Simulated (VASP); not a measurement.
# Co (I4/mmm) in VASP: further runs, part 2 of 2

VASP 6.6.1. The steps go on from the part before.

## 6. Single point, revPBE, collinear spin, ferromagnetic start (10.90 Å³/atom)

This run uses another cell than the first one, of 10.90 Å³/atom.

File INCAR:

```
SYSTEM = Co
  ALGO = Normal
  EDIFF = 1E-7
  ENCUT = 520
  GGA = RE
  ISIF = 2
  ISMEAR = -1
  ISPIN = 2
  LASPH = .True.
  LCHARG = .False.
  LMAXMIX = 4
  LORBIT = 11
  LREAL = .False.
  LWAVE = .False.
  MAGMOM = -1.699 -1.699
  NBANDS = 20
  NELM = 150
  PREC = Accurate
  SIGMA = 0.05
```

File KPOINTS:

```
k-points
0
Gamma
  14 14 10
  0 0 0
```

File POSCAR:

```
Co
1.0
    2.4892907917      0.0000000000      0.0000000000
    0.0000000000      2.4892907917      0.0000000000
    0.0000000000      0.0000000000      3.5184750077
Co
2
Direct
    0.0000000000      0.0000000000      0.0000000000
    0.5000000000      0.5000000000      0.5000000000
```

Potentials or basis: VASP PAW PBE potentials, release 64 (Co).

Run with:

```sh
$ cat potpaw_PBE.64/Co/POTCAR > POTCAR
$ mpirun -np 1 vasp_std > vasp.out
```

OUTCAR:

```text
SYSTEM = Co
   EDIFF = 1E-7
   ENCUT = 520
   GGA = RE
   ISIF = 2
   ISMEAR = -1
   ISPIN = 2
   LASPH = .True.
   LORBIT = 11
   LREAL = .False.
   NELM = 150
   PREC = Accurate

 ion  position               nearest neighbor table
   1  0.000  0.000  0.000-   2 2.49   2 2.49   2 2.49   2 2.49   2 2.49   2 2.49   2 2.49   2 2.49

   2  0.500  0.500  0.500-   1 2.49   1 2.49   1 2.49   1 2.49   1 2.49   1 2.49   1 2.49   1 2.49

  LATTYP: Found a simple tetragonal cell.
 ALAT       =     2.4892907917
 C/A-ratio  =     1.4134447528

  Lattice vectors:

 A1 = (   2.4892907917,   0.0000000000,   0.0000000000)
 A2 = (   0.0000000000,   2.4892907917,   0.0000000000)
 A3 = (   0.0000000000,   0.0000000000,   3.5184750077)

Analysis of symmetry for initial positions (statically):
=====================================================================
 Subroutine PRICEL returns following result:

  LATTYP: Found a body centered tetragonal cell.
 ALAT       =     2.4892907917
 C/A-ratio  =     1.4134447528
[... 12 lines left out ...]
 Subroutine GETGRP returns: Found 16 space group operations
 (whereof 16 operations were pure point group operations)
 out of a pool of 16 trial point group operations.

[... 765 lines left out ...]
      3       5.7298      1.00000
      4       7.6501      1.00000
      5       7.6518      1.00000
      6       7.6518      1.00000
[... 541 lines left out ...]
     19      33.0673      0.00000
     20      37.0658      0.00000

 [... further k-points ...]
[... 5 lines left out ...]
  --------------------------------------------------------------------------------------
  -------------------------------------------------------------------------------------
  Total        0.5379573      0.5379573      0.5129105      0.0000000      0.0000000     -0.0000000
  in kB       39.5323542     39.5323542     37.6917581      0.0000000      0.0000000     -0.0000000
  external PRESSURE =      38.9188221 kB  Pullay stress =       0.0000000 kB

 VOLUME and BASIS-vectors are now :
 -----------------------------------------------------------------------------
  energy-cutoff  :      520.00
  volume of cell :       21.80
      direct lattice vectors                 reciprocal lattice vectors
     2.489290792  0.000000000  0.000000000     0.401720845  0.000000000  0.000000000
     0.000000000  2.489290792  0.000000000     0.000000000  0.401720845  0.000000000
     0.000000000  0.000000000  3.518475008     0.000000000  0.000000000  0.284214041

 POSITION                                       TOTAL-FORCE (eV/Angst)
 -----------------------------------------------------------------------------------
      0.00000      0.00000      0.00000         0.000000     -0.000000      0.000000
      1.24465      1.24465      1.75924         0.000000      0.000000     -0.000000
 -----------------------------------------------------------------------------------
    total drift:                               -0.000000      0.000000      0.000000

  FREE ENERGIE OF THE ION-ELECTRON SYSTEM (eV)
  ---------------------------------------------------
  free  energy   TOTEN  =       -13.2237908911 eV

  energy  without entropy=      -13.2040483981  energy(sigma->0) =      -13.21391964

 total charge

# of ion       s       p       d       tot
------------------------------------------
    1        0.490   0.522   7.252   8.263
    2        0.490   0.522   7.252   8.263
--------------------------------------------------
tot          0.980   1.043  14.503  16.526

 magnetization (x)

# of ion       s       p       d       tot
------------------------------------------
    1        0.013   0.051  -1.739  -1.675
    2        0.013   0.051  -1.739  -1.675
--------------------------------------------------
tot          0.026   0.102  -3.479  -3.351
```

OSZICAR:

```text
N       E                     dE             d eps       ncg     rms          rms(c)
DAV:   1     0.883138302108E+02    0.88314E+02   -0.74378E+03 18232   0.114E+03
DAV:   2    -0.104278834345E+02   -0.98742E+02   -0.89050E+02 17616   0.218E+02
DAV:   3    -0.150975717943E+02   -0.46697E+01   -0.44665E+01 19436   0.576E+01
DAV:   4    -0.151785496313E+02   -0.80978E-01   -0.80874E-01 21276   0.655E+00
DAV:   5    -0.151810207497E+02   -0.24711E-02   -0.24709E-02 20040   0.106E+00    0.144E+01
DAV:   6    -0.136003854978E+02    0.15806E+01   -0.71611E+00 19160   0.544E+01    0.714E+00
DAV:   7    -0.132531627124E+02    0.34722E+00   -0.10270E+00 20080   0.194E+01    0.382E+00
DAV:   8    -0.132378890397E+02    0.15274E-01   -0.17965E-02 22388   0.132E+00    0.196E+00
DAV:   9    -0.132230828099E+02    0.14806E-01   -0.35274E-03 26360   0.106E+00    0.601E-01
DAV:  10    -0.132237319923E+02   -0.64918E-03   -0.92872E-04 23640   0.437E-01    0.136E-01
DAV:  11    -0.132237843183E+02   -0.52326E-04   -0.10618E-04 24920   0.155E-01    0.533E-02
DAV:  12    -0.132237889896E+02   -0.46714E-05   -0.12798E-05 18956   0.453E-02    0.203E-02
DAV:  13    -0.132237907669E+02   -0.17772E-05   -0.15441E-06 21416   0.123E-02    0.775E-03
DAV:  14    -0.132237910376E+02   -0.27074E-06   -0.44387E-07 19384   0.613E-03    0.291E-03
DAV:  15    -0.132237908785E+02    0.15913E-06   -0.31039E-08  9344   0.261E-03    0.572E-04
DAV:  16    -0.132237908911E+02   -0.12631E-07   -0.10672E-08  9172   0.124E-03
   1 F= -.13223791E+02 E0= -.13213920E+02  d E =-.197425E-01  mag=    -3.3109
```

stdout:

```text
POSCAR found type information on POSCAR Co
 POSCAR found :  1 types and       2 ions
 scaLAPACK will be used
 -----------------------------------------------------------------------------
|                                                                             |
|                                                                             |
|     You enforced a specific xc type in the INCAR file but a different       |
|     I HOPE YOU KNOW WHAT YOU ARE DOING!                                     |
|                                                                             |
 -----------------------------------------------------------------------------

 LDA part: xc-table for (Slater+PW92), standard interpolation
 POSCAR, INCAR and KPOINTS ok, starting setup
 FFT: planning ... GRIDC
 FFT: planning ... GRID_SOFT
 FFT: planning ... GRID
 WAVECAR not read
 entering main loop
```

Wall time 5.1 min (1 thread of Intel Xeon 8259CL, shared host); peak memory 0.25 GiB.

What came out:

```
Free energy                                           : -13.2238 eV
Pressure                                              : 3.9 GPa
Net moment                                            : -3.31 μB per cell
Site moments                                          : Co -1.68 μB
Valence electrons inside the program's atomic spheres : Co 8.26
```

Caveat: the cell stands under pressure; the PAW data sets were made with another functional, which shifts forces and pressure a little.

## 7. Overview

```tsv
cell	gap on the mesh (eV)	pressure (GPa)	moment (μB)
a = 2.354, b = 2.354, c = 3.328 Å, 2 atoms	none	56.3	3.04
a = 2.390, b = 2.390, c = 3.378 Å, 2 atoms	none	38.3	3.11
a = 2.424, b = 2.424, c = 3.426 Å, 2 atoms	none	24.1	3.17
a = 2.457, b = 2.457, c = 3.473 Å, 2 atoms	none	12.7	3.23
a = 2.489, b = 2.489, c = 3.518 Å, 2 atoms	none	3.9	3.31
```

Alike in all rows: task single point; level revPBE; potentials or basis VASP PAW PBE potentials, release 64 (Co); spin collinear, ferromagnetic start; k mesh 14 × 14 × 10; cutoff (eV) 520; smearing fermi-dirac 0.05 eV.

Caveats: the cell stands under pressure; the PAW data sets were made with another functional, which shifts forces and pressure a little.

Absolute energies hang on the potentials; compare differences alone.
